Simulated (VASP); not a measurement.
AgI, 2 atoms in the cell. Symmetry: F-43m, No. 216, cubic system. The conventional cell has a = 6.258 Å, b = 6.258 Å, c = 6.258 Å, α = 90.00°, β = 90.00°, γ = 90.00°. Ag (site symmetry -43m) has 4 I at 2.71 Å within 3.6 Å. I (site symmetry -43m) has 4 Ag at 2.71 Å within 3.6 Å. 

| Item | Value |
| --- | --- |
| Program | VASP 6.6.1 |
| Task | single point |
| Functional | PBEsol |
| Potentials or basis | VASP PAW PBE potentials, release 64 (Ag, I) |
| Cutoff | 500 eV |
| k mesh | 6 × 6 × 6 |
| Occupations | gaussian, width 0.01 eV |
| Spin | non-collinear spin, zero start, spin-orbit coupling |
| Starting moments | [[0.0, 0.0, 0.0], [0.0, 0.0, 0.0]] μB |
| Dipole correction | no |
| Further INCAR settings | ALGO = Normal; EDIFF = 1e-06; NBANDS = 30 |

Potentials or basis: VASP PAW PBE potentials, release 64 (Ag, I).

Run with:

```sh
$ cat potpaw_PBE.64/Ag/POTCAR potpaw_PBE.64/I/POTCAR > POTCAR
$ mpirun -np 1 vasp_ncl > vasp.out
```

Hardware: 1 thread of AMD EPYC 9R45 96-Core Processor (Zen 5) (shared host).

Question: How long does it take, and how much memory?

Answer: Run time: 42 s on 1 thread of AMD EPYC 9R45 96-Core Processor (Zen 5) (shared host), peak memory 0.29 GiB. Counts: scf iterations 13, k points 22.
